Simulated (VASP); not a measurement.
Crystal: Ru.

```
Ru
1.0
     2.66923    0.00000    0.00000
    -1.33462    2.31162    0.00000
     0.00000    0.00000    4.22403
Ru
2
Direct
  0.66667 0.33333 0.75000
  0.33333 0.66667 0.25000
```

Base run:

* Program: VASP 6.6.1
* Functional: r2SCAN
* Dispersion: rVV10
* Potentials or basis: VASP PAW PBE potentials, release 64 (Ru_sv)
* Cutoff: 620 eV
* k mesh: 11 × 11 × 6
* Occupations: fermi-dirac, width 0.05 eV
* Spin: no spin polarisation

Its results: band gap on the k mesh zero (bands 16 and 17 overlap by 3.41 eV); pressure 10.6 GPa.

**Question.** The run is repeated on the same cell with these changes: functional from r2SCAN to BLYP; dispersion from rVV10 to D4; cutoff from 620 eV to 560 eV. What comes out?

**Answer.** Band gap on the k mesh zero (bands 16 and 17 overlap by 3.27 eV); pressure 22.4 GPa.

Several settings changed at once.

Caveats: the cell stands under pressure; the PAW data sets were made with another functional, which shifts forces and pressure a little; the dispersion term is far too large for a dense solid, which distorts pressure and volume (at least some runs).
